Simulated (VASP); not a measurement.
Input of a VASP 6.6.1 run:

File INCAR:

```
SYSTEM = CuPt2
PREC     = Accurate       ! precision mode
ENCUT    = 520            ! plane-wave cutoff, eV
EDIFF    = 1E-6           ! SCF threshold, eV
ISMEAR   = 0              ! smearing method
SIGMA    = 0.1            ! smearing width, eV
LREAL    = .FALSE.        ! projectors in reciprocal space
LASPH    = .TRUE.         ! aspherical terms in the spheres
NELM     = 100            ! most SCF steps
ALGO     = Normal         ! electronic algorithm
ISIF     = 2              ! what is computed and relaxed
LWAVE    = .FALSE.        ! write WAVECAR
LCHARG   = .FALSE.        ! write CHGCAR
GGA      = PE             ! functional
NBANDS   = 22             ! bands
```

Contents of KPOINTS:

```
Automatic mesh
0
G
  14 14 14
  0 0 0
```

The input POSCAR:

```
CuPt2
1.0
    0.0000000000      2.8994289955      2.8994289955
    2.8994289955      0.0000000000      2.8994289955
    2.8994289955      2.8994289955      0.0000000000
Cu Pt
1 2
Direct
    0.0000000000      0.0000000000      0.0000000000
    0.2500000000      0.2500000000      0.2500000000
    0.7500000000      0.7500000000      0.7500000000
```

Potentials or basis: VASP PAW PBE potentials, release 64 (Cu, Pt).

Run with:

```sh
$ cat potpaw_PBE.64/Cu/POTCAR potpaw_PBE.64/Pt/POTCAR > POTCAR
$ mpirun -np 1 vasp_std > vasp.out
```

(1) What does it give for the pressure?

Results:

(1) -0.2 GPa.
